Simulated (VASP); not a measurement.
# GaBi2Sb3S (Amm2) in VASP: single point with PBE

Aim: the single point of GaBi2Sb3S with PBE.

All numbers are computed with VASP 6.6.1; they aren't measurements. Logs are shortened: lines on timing, memory, paths and dates and some standing lists are left out, and cuts for length are marked.

## Step 1: The cell of the first run

Symmetry: Amm2, No. 38, orthorhombic system. Conventional cell: a = 4.131 Å, b = 9.230 Å, c = 11.586 Å, α = 90.00°, β = 90.00°, γ = 90.00°. Ga (site symmetry mm2) has 1 S at 2.29 Å and 2 Sb at 2.61 Å within 3.0 Å. Sb (site symmetry mm2) has 6 Sb at 3.25 to 4.16 Å and 4 Bi at 3.30 Å and 1 Ga at 4.20 Å within 4.3 Å. Within 3.4 Å of Sb (site symmetry m) lie 1 Ga at 2.61 Å and 2 Bi at 3.11 Å and 1 Sb at 3.25 Å. Bi (site symmetry m) has 2 S at 3.08 Å and 6 Sb at 3.11 to 4.05 Å and 2 Ga at 4.04 Å within 4.1 Å. S (site symmetry mm2) has 1 Ga at 2.29 Å within 3.0 Å.

## Step 2: Single point, PBE

The input, INCAR:

```
  PREC = Accurate
  ENCUT = 500
  EDIFF = 1E-6
  ISMEAR = 0
  SIGMA = 0.15
  LREAL = False
  LASPH = True
  NELM = 120
  ALGO = Normal
  ISIF = 2
  LWAVE = False
  LCHARG = False
  GGA = PE
  NBANDS = 41
  GGA_COMPAT = False
```

The input, KPOINTS:

```
regular mesh
0
Gamma
  3 2 2
```

The input, POSCAR:

```
GaBi2Sb3S
1.0
    4.1307972271      0.0000000000      0.0000000000
    0.0000000000      4.6149528400      5.7930552616
    0.0000000000     -4.6149528400      5.7930552616
Ga Sb Bi S
1 3 2 1
Direct
    0.0000000000      1.0509291843      1.0509291843
    0.0000000000      0.6886013475      0.6886013475
    0.0000000000      0.2452533944      0.7108299815
    0.0000000000      0.7108299815      0.2452533944
    0.5000000000      1.0326606162      0.5233322957
    0.5000000000      0.5233322957      1.0326606162
    0.0000000000      0.2483931104      0.2483931104
```

Potentials or basis: VASP PAW PBE potentials, release 64 (Ga_d, Sb, Bi_d, S).

Command:

```sh
$ cat potpaw_PBE.64/Ga_d/POTCAR potpaw_PBE.64/Sb/POTCAR potpaw_PBE.64/Bi_d/POTCAR potpaw_PBE.64/S/POTCAR > POTCAR
$ mpirun -np 1 vasp_std > vasp.out
```

OUTCAR:

```text
PREC = Accurate
   ENCUT = 500
   EDIFF = 1E-6
   ISMEAR = 0
   LREAL = False
   LASPH = True
   NELM = 120
   ISIF = 2
   GGA = PE

 ion  position               nearest neighbor table
   1  0.000  0.051  0.051-   7 2.29   4 2.61   3 2.61
   2  0.000  0.689  0.689-   3 3.25   4 3.25   5 3.30   6 3.30   5 3.30   6 3.30
   3  0.000  0.245  0.711-   1 2.61   5 3.11   5 3.11   2 3.25
   4  0.000  0.711  0.245-   1 2.61   6 3.11   6 3.11   2 3.25
   5  0.500  0.033  0.523-   7 3.08   7 3.08   3 3.11   3 3.11   2 3.30   2 3.30
   6  0.500  0.523  0.033-   7 3.08   7 3.08   4 3.11   4 3.11   2 3.30   2 3.30
   7  0.000  0.248  0.248-   1 2.29   5 3.08   6 3.08   5 3.08   6 3.08

  LATTYP: Found a base centered orthorhombic cell.
 ALAT       =     9.2299056800
 B/A-ratio  =     1.2552794064
 C/A-ratio  =     0.4475449014

  Lattice vectors:

 A1 = (   0.0000000000,   4.6149528400,  -5.7930552616)
 A2 = (   0.0000000000,   4.6149528400,   5.7930552616)
 A3 = (   4.1307972271,   0.0000000000,   0.0000000000)

Analysis of symmetry for initial positions (statically):
=====================================================================
 Subroutine PRICEL returns:
 Original cell was already a primitive cell.

 Routine SETGRP: Setting up the symmetry group for a
 base centered orthorhombic supercell.

 Subroutine GETGRP returns: Found  4 space group operations
 (whereof  4 operations were pure point group operations)
 out of a pool of  8 trial point group operations.

The static configuration has the point symmetry C_2v.

Analysis of symmetry for dynamics (positions and initial velocities):
=====================================================================
 Subroutine PRICEL returns:
 Original cell was already a primitive cell.

 Routine SETGRP: Setting up the symmetry group for a
 base centered orthorhombic supercell.

 Subroutine GETGRP returns: Found  4 space group operations
 (whereof  4 operations were pure point group operations)
 out of a pool of  8 trial point group operations.

The dynamic configuration has the point symmetry C_2v.

 Subroutine INISYM returns: Found  4 space group operations
 (whereof  4 operations are pure point group operations),
[... 77 lines left out ...]
 SYSTEM =  unknown system
   PREC   = accura    normal or accurate (medium, high low for compatibility)
   ISTART =      0    job   : 0-new  1-cont  2-samecut
   ICHARG =      2    charge: 1-file 2-atom 10-const
   ISPIN  =      1    spin polarized calculation?
   LNONCOLLINEAR =      F non collinear calculations
   LSORBIT =      F    spin-orbit coupling
   LASPH  =      T    aspherical Exc in radial PAW
   ENCUT  =  500.0 eV  36.75 Ry    6.06 a.u.   7.53 13.50 13.50*2*pi/ulx,y,z
   NELM   =    120;   NELMIN=  2; NELMDL= -5     # of ELM steps
   EDIFF  = 0.1E-05   stopping-criterion for ELM
   LREAL  =      F    real-space projection
[... 7 lines left out ...]
   TEBEG  =    0.0;   TEEND  =   0.0 temperature during run
   PSTRESS=    0.0 pullay stress
   NELECT =      64.0000    total number of electrons
   NUPDOWN=      -1.0000    fix difference up-down
   EMIN   =  10.00;   EMAX   =-10.00  energy-range for DOS
   EFERMI =   0.00;   METHOD = LEGACY
   ISMEAR =     0;   SIGMA  =   0.15  broadening in eV -4-tet -1-fermi 0-gaus
   EFERMI_NEDOS =   21; number of points for ismear=-14 and -15
   IALGO  =     38    algorithm
   IMIX   =      4    mixing-type and parameters
     AMIX     =   0.40;   BMIX     =  1.00
     AMIX_MAG =   1.60;   BMIX_MAG =  1.00
  volume/ion in A,a.u.               =      31.55       212.93
  Fermi-wavevector in a.u.,A,eV,Ry     =   1.083316  2.047171 15.967442  1.173574
  Thomas-Fermi vector in A             =   2.219379
   LORBIT       =      0    0 simple, 1 ext, 2 COOP (PROOUT), +10 PAW based schemes
   GGA     = PE    functional components
   LHFCALC =     F    Hartree Fock is set to
   AEXX    =    0.0000 exact exchange contribution
   IVDW    =     0    specifies the selected vdW correction
   LEPSILON=     F    determine dielectric tensor
   LRPA    =     F    only Hartree local field effects (RPA)
 non-spin polarized calculation
 Gauss-broadening in eV      SIGMA  =   0.15
  energy-cutoff  :      500.00
  volume of cell :      220.87
 maximum number of plane-waves:      5651
 NGX is ok and might be reduce to    30
   NGX = 15   NGY = 27   NGZ = 27

 number of electron      63.9999979 magnetization

 Free energy of the ion-electron system (eV)
  ---------------------------------------------------
  ext. energy  EPLUGINS =         0.00000000
  ---------------------------------------------------
  free energy    TOTEN  =       -26.59275121 eV

  energy without entropy =      -26.57007347  energy(sigma->0) =      -26.58141234

 E-fermi :   5.4204     XC(G=0):  -9.1738

 val. band max:        5.3821337282   @ k =   0.0000   0.5000   0.5000
 cond. band min:       5.8366100186   @ k =   0.0000   0.5000   0.0000
 fundamental gap:      0.4544762903
 Fermi energy:         5.4203879670

 k-point     1 :       0.0000    0.0000    0.0000
  band No.  band energies     occupation
      1     -17.6796      2.00000
      2     -17.6719      2.00000
      3     -17.6637      2.00000
      4     -17.6611      2.00000
      5     -17.6344      2.00000
      6     -17.6315      2.00000
[... 253 lines left out ...]
     40       8.9297      0.00000
     41       9.7821      0.00000

------------------------ aborting loop because EDIFF is reached ----------------------------------------

  FORCE on cell =-STRESS in cart. coord.  units (eV):
  Direction    XX          YY          ZZ          XY          YZ          ZX
  --------------------------------------------------------------------------------------
  -------------------------------------------------------------------------------------
  Total       -0.0936043      0.0092009      0.3772730      0.0000000      0.0000000      0.0000000
  in kB       -0.6789966      0.0667424      2.7367017      0.0000000      0.0000000      0.0000000
  external PRESSURE =       0.7081492 kB  Pullay stress =       0.0000000 kB

 VOLUME and BASIS-vectors are now :
 -----------------------------------------------------------------------------
  energy-cutoff  :      500.00
  volume of cell :      220.87
      direct lattice vectors                 reciprocal lattice vectors
     4.130797227  0.000000000  0.000000000     0.242084020  0.000000000  0.000000000
     0.000000000  4.614952840  5.793055262     0.000000000  0.108343469  0.086310242
     0.000000000 -4.614952840  5.793055262     0.000000000 -0.108343469  0.086310242

 POSITION                                       TOTAL-FORCE (eV/Angst)
 -----------------------------------------------------------------------------------
      0.00000      0.00000      0.59007         0.000000      0.000000      0.063436
      0.00000      0.00000      7.97821         0.000000      0.000000     -0.002627
      0.00000     -2.14861      5.53864         0.000000      0.028246     -0.022235
      0.00000      2.14861      5.53864         0.000000     -0.028246     -0.022235
      2.06540     -2.26443      3.22090         0.000000     -0.003215      0.004059
      2.06540      2.26443      3.22090         0.000000      0.003215      0.004059
      0.00000      0.00000      2.87791         0.000000      0.000000     -0.024456
 -----------------------------------------------------------------------------------
    total drift:                                0.000000     -0.000000      0.000646

  FREE ENERGIE OF THE ION-ELECTRON SYSTEM (eV)
  ---------------------------------------------------
  free  energy   TOTEN  =       -26.5927512090 eV

  energy  without entropy=      -26.5700734700  energy(sigma->0) =      -26.58141234
```

stdout:

```text
POSCAR found type information on POSCAR GaSbBiS
 POSCAR found :  4 types and       7 ions
 scaLAPACK will be used
 LDA part: xc-table for (Slater+PW92), standard interpolation
 POSCAR, INCAR and KPOINTS ok, starting setup
 FFT: planning ... GRIDC
 FFT: planning ... GRID_SOFT
 FFT: planning ... GRID
 WAVECAR not read
 entering main loop
```

It took 26 s on 1 thread of AMD EPYC 9R45 (Zen 5), shared host; peak memory 0.27 GiB.

Results:

```
Free energy            : -26.5928 eV
Pressure               : 0.1 GPa
Largest force          : 0.063 eV/Å
Band gap on the k mesh : zero (band 32 reaches 5.84 eV, above the bottom of band 33 at 4.97 eV)
```

Forces in eV/Å, atoms in the order of the input:
```
Ga   0.000  0.000  0.063
Sb   0.000  0.000 -0.003
Sb   0.000  0.028 -0.022
Sb   0.000 -0.028 -0.022
Bi   0.000 -0.003  0.004
Bi   0.000  0.003  0.004
S    0.000  0.000 -0.024
```

Levels at points of the mesh, in eV from the Fermi level:
| k point | band 30 | band 31 | band 32 | band 33 | band 34 | band 35 |
| --- | --- | --- | --- | --- | --- | --- |
| (0.00, 0.00, 0.00) | -0.47 | -0.43 | -0.22 | 1.05 | 1.05 | 1.60 |
| (0.00, 0.50, 0.00) | -1.10 | -0.10 | 0.42 | 0.61 | 1.70 | 1.83 |
| (0.00, 0.50, 0.50) | -0.86 | -0.52 | -0.07 | -0.04 | 0.62 | 1.00 |

Caveat: the k points lie up to 0.51 Å⁻¹ apart; spin-orbit coupling is left out, which moves the levels of the heavy elements.
